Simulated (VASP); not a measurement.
# MgO (Fm-3m) in VASP: single point with PBE

Aim: the single point of MgO with PBE.

Program: VASP 6.6.1. These are calculated values, not measurements. Logs are shortened: lines on timing, memory, paths and dates and some standing lists are left out, and cuts for length are marked.

**1. The cell of the first run**

It takes space group Fm-3m (No. 225, cubic). The conventional cell has a = 4.254 Å, b = 4.254 Å, c = 4.254 Å, α = 90.00°, β = 90.00°, γ = 90.00°. Within 2.8 Å of Mg (site symmetry m-3m) lie 6 O at 2.13 Å. O (site symmetry m-3m) has 6 Mg at 2.13 Å within 2.8 Å.

**2. Single point, PBE**

Contents of INCAR:

```
ALGO = Normal
EDIFF = 1E-6
ENCUT = 840
GGA = PE
GGA_COMPAT = False
ISIF = 2
ISMEAR = 0
LASPH = True
LCHARG = False
LREAL = False
LWAVE = False
NBANDS = 15
NELM = 120
PREC = Accurate
SIGMA = 0.02
```

Contents of KPOINTS:

```
k-points
0
Gamma
  10 10 10
```

Contents of POSCAR:

```
MgO
1.0
    0.0000000000      2.1272184822      2.1272184822
    2.1272184822      0.0000000000      2.1272184822
    2.1272184822      2.1272184822      0.0000000000
Mg O
1 1
Direct
    0.0000000000      0.0000000000      0.0000000000
    0.5000000000      0.5000000000      0.5000000000
```

Potentials or basis: VASP PAW PBE potentials, release 64 (Mg_sv, O).

Launch:

```sh
cat potpaw_PBE.64/Mg_sv/POTCAR potpaw_PBE.64/O/POTCAR > POTCAR
mpirun -np 1 vasp_std > vasp.out
```

OUTCAR:

```text
EDIFF = 1E-6
   ENCUT = 840
   GGA = PE
   ISIF = 2
   ISMEAR = 0
   LASPH = True
   LREAL = False
   NELM = 120
   PREC = Accurate

 ion  position               nearest neighbor table
   1  0.000  0.000  0.000-   2 2.13   2 2.13   2 2.13   2 2.13   2 2.13   2 2.13
   2  0.500  0.500  0.500-   1 2.13   1 2.13   1 2.13   1 2.13   1 2.13   1 2.13

  LATTYP: Found a face centered cubic cell.
 ALAT       =     4.2544369644

  Lattice vectors:

 A1 = (   0.0000000000,   2.1272184822,   2.1272184822)
 A2 = (   2.1272184822,   0.0000000000,   2.1272184822)
 A3 = (   2.1272184822,   2.1272184822,   0.0000000000)

Analysis of symmetry for initial positions (statically):
=====================================================================
 Subroutine PRICEL returns:
 Original cell was already a primitive cell.

 Routine SETGRP: Setting up the symmetry group for a
 face centered cubic supercell.

 Subroutine GETGRP returns: Found 48 space group operations
 (whereof 48 operations were pure point group operations)
 out of a pool of 48 trial point group operations.

The static configuration has the point symmetry O_h .

Analysis of symmetry for dynamics (positions and initial velocities):
=====================================================================
 Subroutine PRICEL returns:
 Original cell was already a primitive cell.

 Routine SETGRP: Setting up the symmetry group for a
 face centered cubic supercell.

 Subroutine GETGRP returns: Found 48 space group operations
 (whereof 48 operations were pure point group operations)
 out of a pool of 48 trial point group operations.

The dynamic configuration has the point symmetry O_h .

 Subroutine INISYM returns: Found 48 space group operations
 (whereof 48 operations are pure point group operations),
 and found     1 'primitive' translations

----------------------------------------------------------------------------------------

                                     Primitive cell

  volume of cell :      19.2516

  direct lattice vectors                    reciprocal lattice vectors
     0.000000000  2.127218482  2.127218482    -0.235048729  0.235048729  0.235048729
     2.127218482  0.000000000  2.127218482     0.235048729 -0.235048729  0.235048729
     2.127218482  2.127218482  0.000000000     0.235048729  0.235048729 -0.235048729

  length of vectors
     3.008341228  3.008341228  3.008341228     0.407116340  0.407116340  0.407116340

  position of ions in fractional coordinates (direct lattice)
     0.000000000  0.000000000  0.000000000
[... 83 lines left out ...]
   NFREE  =      0    steps in history (QN), initial steepest desc. (CG)
   ISIF   =      2    stress and relaxation
   ISYM   =      2    0-nonsym 1-usesym 2-fastsym
   POTIM  = 0.5000    time-step for ionic-motion
   TEBEG  =    0.0;   TEEND  =   0.0 temperature during run
   PSTRESS=    0.0 pullay stress
   NELECT =      16.0000    total number of electrons
   NUPDOWN=      -1.0000    fix difference up-down
   EMIN   =  10.00;   EMAX   =-10.00  energy-range for DOS
   EFERMI =   0.00;   METHOD = LEGACY
   ISMEAR =     0;   SIGMA  =   0.02  broadening in eV -4-tet -1-fermi 0-gaus
   EFERMI_NEDOS =   21; number of points for ismear=-14 and -15
   IALGO  =     38    algorithm
   IMIX   =      4    mixing-type and parameters
     AMIX     =   0.40;   BMIX     =  1.00
     AMIX_MAG =   1.60;   BMIX_MAG =  1.00
  volume/ion in A,a.u.               =       9.63        64.96
  Fermi-wavevector in a.u.,A,eV,Ry     =   1.539192  2.908651 32.233716  2.369111
  Thomas-Fermi vector in A             =   2.645454
   LORBIT       =      0    0 simple, 1 ext, 2 COOP (PROOUT), +10 PAW based schemes
   GGA     = PE    functional components
   LHFCALC =     F    Hartree Fock is set to
   AEXX    =    0.0000 exact exchange contribution
   IVDW    =     0    specifies the selected vdW correction
   LEPSILON=     F    determine dielectric tensor
   LRPA    =     F    only Hartree local field effects (RPA)
 non-spin polarized calculation
 Gauss-broadening in eV      SIGMA  =   0.02
  energy-cutoff  :      840.00
  volume of cell :       19.25
 maximum number of plane-waves:      1090
   NGX = 15   NGY = 15   NGZ = 15

 number of electron      15.9999997 magnetization

 Free energy of the ion-electron system (eV)
  ---------------------------------------------------
  ext. energy  EPLUGINS =         0.00000000
  ---------------------------------------------------
  free energy    TOTEN  =       -11.88483642 eV

  energy without entropy =      -11.88483642  energy(sigma->0) =      -11.88483642

 E-fermi :   2.8005     XC(G=0): -11.2409

 val. band max:        2.7031116979   @ k =   0.0000   0.0000   0.0000
 cond. band min:       7.1569083597   @ k =   0.0000   0.0000   0.0000
 fundamental gap:      4.4537966618
 Fermi energy:         2.8004687565

 k-point     1 :       0.0000    0.0000    0.0000
  band No.  band energies     occupation
      1     -69.6704      2.00000
      2     -36.3986      2.00000
      3     -36.3986      2.00000
      4     -36.3986      2.00000
      5     -14.3954      2.00000
      6       2.7031      2.00000
      7       2.7031      2.00000
      8       2.7031      2.00000
      9       7.1569      0.00000
     10      18.3380      0.00000
     11      18.3380      0.00000
     12      18.3380      0.00000
     13      22.1722      0.00000
     14      23.9195      0.00000
[... 401 lines left out ...]
      2     -36.4525      2.00000
      3     -36.4203      2.00000
      4     -36.4181      2.00000
      5     -13.2225      2.00000
      6      -0.7601      2.00000
      7       1.4496      2.00000
      8       1.6599      2.00000
      9      11.9991      0.00000
     10      12.7910      0.00000
     11      16.0106      0.00000
     12      20.5082      0.00000
     13      20.7083      0.00000
     14      27.2285      0.00000
     15      29.1031      0.00000

 [... further k-points ...]
[... 5 lines left out ...]
  --------------------------------------------------------------------------------------
  -------------------------------------------------------------------------------------
  Total       -0.0032787     -0.0032787     -0.0032787     -0.0000000     -0.0000000      0.0000000
  in kB       -0.2728614     -0.2728614     -0.2728614     -0.0000000     -0.0000000      0.0000000
  external PRESSURE =      -0.2728614 kB  Pullay stress =       0.0000000 kB

 VOLUME and BASIS-vectors are now :
 -----------------------------------------------------------------------------
  energy-cutoff  :      840.00
  volume of cell :       19.25
      direct lattice vectors                 reciprocal lattice vectors
     0.000000000  2.127218482  2.127218482    -0.235048729  0.235048729  0.235048729
     2.127218482  0.000000000  2.127218482     0.235048729 -0.235048729  0.235048729
     2.127218482  2.127218482  0.000000000     0.235048729  0.235048729 -0.235048729

 POSITION                                       TOTAL-FORCE (eV/Angst)
 -----------------------------------------------------------------------------------
      0.00000      0.00000      0.00000         0.000000      0.000000     -0.000000
      2.12722      2.12722      2.12722        -0.000000     -0.000000      0.000000
 -----------------------------------------------------------------------------------
    total drift:                                0.000000      0.000000      0.000000

  FREE ENERGIE OF THE ION-ELECTRON SYSTEM (eV)
  ---------------------------------------------------
  free  energy   TOTEN  =       -11.8848364192 eV

  energy  without entropy=      -11.8848364192  energy(sigma->0) =      -11.88483642
```

It took 20 s on 1 thread of AMD EPYC 7R13 (Zen 3), shared host; peak memory 0.14 GiB.

What came out:

| Quantity | Value |
| --- | --- |
| Free energy | -11.8848 eV |
| Pressure | 0.0 GPa |
| Band gap on the k mesh | 4.45 eV |
